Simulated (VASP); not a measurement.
Sb, 1 atom in the cell. It takes space group Pm-3m (No. 221, cubic). The conventional cell has a = 3.139 Å, b = 3.139 Å, c = 3.139 Å, α = 90.00°, β = 90.00°, γ = 90.00°. Sb (site symmetry m-3m) has 6 Sb at 3.14 Å within 4.1 Å. 

```yaml
Program: VASP 6.6.1
Task: single point
Functional: PBE0
Potentials_or_basis: VASP PAW PBE potentials, release 64 (Sb)
Cutoff: 520 eV
k_mesh: 4 × 4 × 4
Occupations: fermi-dirac, width 0.05 eV
Spin: no spin polarisation
Dipole_correction: no
Grid_for_exact_exchange_PRECFOCK: Normal
Further_INCAR_settings: ALGO = Normal; EDIFF = 1e-06; NBANDS = 8
```

Potentials or basis: VASP PAW PBE potentials, release 64 (Sb).

Command:

```sh
$ cat potpaw_PBE.64/Sb/POTCAR > POTCAR
$ cp INCAR.step1 INCAR
$ mpirun -np 1 vasp_std > vasp.out
$ cp INCAR.step2 INCAR
$ mpirun -np 1 vasp_std > vasp.out
```

Hardware: 1 thread of AMD EPYC 7R13, with other jobs on the host.

Question: How long does it take, and how much memory?

Answer: Wall time 97 s on 1 thread of AMD EPYC 7R13, with other jobs on the host, peak memory 0.11 GiB. Counts: k points 10.
